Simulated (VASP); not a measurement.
Input of a VASP 6.6.1 run:

File INCAR:

```
SYSTEM = VN
ALGO = Normal
EDIFF = 1E-6
ENCUT = 1330
GGA = RP
GGA_COMPAT = .FALSE.
ISIF = 2
ISMEAR = 0
ISPIN = 2
IVDW = 13
LASPH = .TRUE.
LCHARG = .FALSE.
LMAXMIX = 4
LORBIT = 11
LREAL = .FALSE.
LWAVE = .FALSE.
MAGMOM = 0.05 0
NBANDS = 20
NELM = 200
PREC = Accurate
SIGMA = 0.05
```

The input KPOINTS:

```
k-points
0
G
  10 10 10
  0 0 0
```

Contents of POSCAR:

```
VN
1.0
    0.0000000000      2.0008463966      2.0008463966
    2.0008463966      0.0000000000      2.0008463966
    2.0008463966      2.0008463966      0.0000000000
V N
1 1
Direct
    0.0000000000      0.0000000000      0.0000000000
    0.5000000000      0.5000000000      0.5000000000
```

Potentials or basis: VASP PAW PBE potentials, release 64 (V_sv, N_h).

Command:

```console
$ cat potpaw_PBE.64/V_sv/POTCAR potpaw_PBE.64/N_h/POTCAR > POTCAR
$ mpirun -np 1 vasp_std > vasp.out
```

(1) Estimate the pressure.

(2) Estimate the band gap on the k mesh.

(3) Predict the net moment.

Results:

(1) 15.8 GPa.

(2) zero (filled and empty bands overlap).

(3) 0.00 μB per cell.

Caveat: the cell stands under pressure; the PAW data sets were made with another functional, which shifts forces and pressure a little.
